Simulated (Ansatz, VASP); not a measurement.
## Two plane-wave programs on MgSe

```
Mg Se
1.0
     0.00000    2.63957    2.63957
     2.63957    0.00000    2.63957
     2.63957    2.63957    0.00000
Mg Se
1 1
Direct
  0.00000 0.00000 0.00000
  0.50000 0.50000 0.50000
```

Alike in both runs: task single point; functional PBE; k mesh 8 × 8 × 8; occupations gaussian, width 0.02 eV; no spin polarisation.

|  | VASP | Ansatz |
| --- | --- | --- |
| version | VASP 6.6.1 | Ansatz 0.2.0 |
| potentials or method | VASP PAW PBE potentials, release 64 (Mg, Se), cutoff 600 eV | scalar-relativistic, plane waves, PAW |
| valence electrons in the cell | 8 | 26 |

```csv
,VASP,Ansatz,Ansatz less VASP
gap on the k mesh at the Fermi level (eV),1.96,1.98,+0.021
least direct gap on the mesh (eV),3.29,3.30,+0.006
pressure (GPa),10.0,10.1,+0.10
```

With one functional, cell and mesh, what is left measures potentials, basis and numerics. VASP's potentials hold 8 valence electrons a cell and Ansatz's 26, so a difference there can come from the potentials and not from the codes.
